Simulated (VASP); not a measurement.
Input of a VASP 6.6.1 run:

INCAR

```
PREC     = Accurate       # precision mode
ENCUT    = 520            # plane-wave cutoff, eV
EDIFF    = 1E-6           # SCF threshold, eV
ISMEAR   = -1             # smearing method
SIGMA    = 0.1            # smearing width, eV
LREAL    = False          # projectors in reciprocal space
LASPH    = True           # aspherical terms in the spheres
NELM     = 80             # most SCF steps
ALGO     = Normal         # electronic algorithm
ISIF     = 2              # what is computed and relaxed
LWAVE    = False          # write WAVECAR
LCHARG   = False          # write CHGCAR
GGA      = CA             # functional
NBANDS   = 25             # bands
```

The input KPOINTS:

```
Automatic mesh
0
Gamma
  7 7 10
```

File POSCAR:

```
Ti
1.0
    4.4739086006      0.0000000000      0.0000000000
   -2.2369543003      3.8745186410      0.0000000000
    0.0000000000      0.0000000000      2.7427004899
Ti
3
Direct
    0.0000000000      0.0000000000      0.0000000000
    0.3333333333      0.6666666667      0.5000000000
    0.6666666667      0.3333333333      0.5000000000
```

Potentials or basis: VASP PAW LDA potentials, release 64 (Ti_sv).

Command:

```console
$ cat potpaw_LDA.64/Ti_sv/POTCAR > POTCAR
$ mpirun -np 1 vasp_std > vasp.out
```

Question: What does it give for the band gap on the k mesh?

Answer: Zero (band 18 reaches 9.12 eV, above the bottom of band 19 at 8.86 eV).

Question: Estimate the pressure.

Answer: 0.0 GPa.

Stress tensor (GPa, compression positive):
```
-0.90  0.00  0.00
 0.00 -0.90  0.00
 0.00  0.00  1.87
```
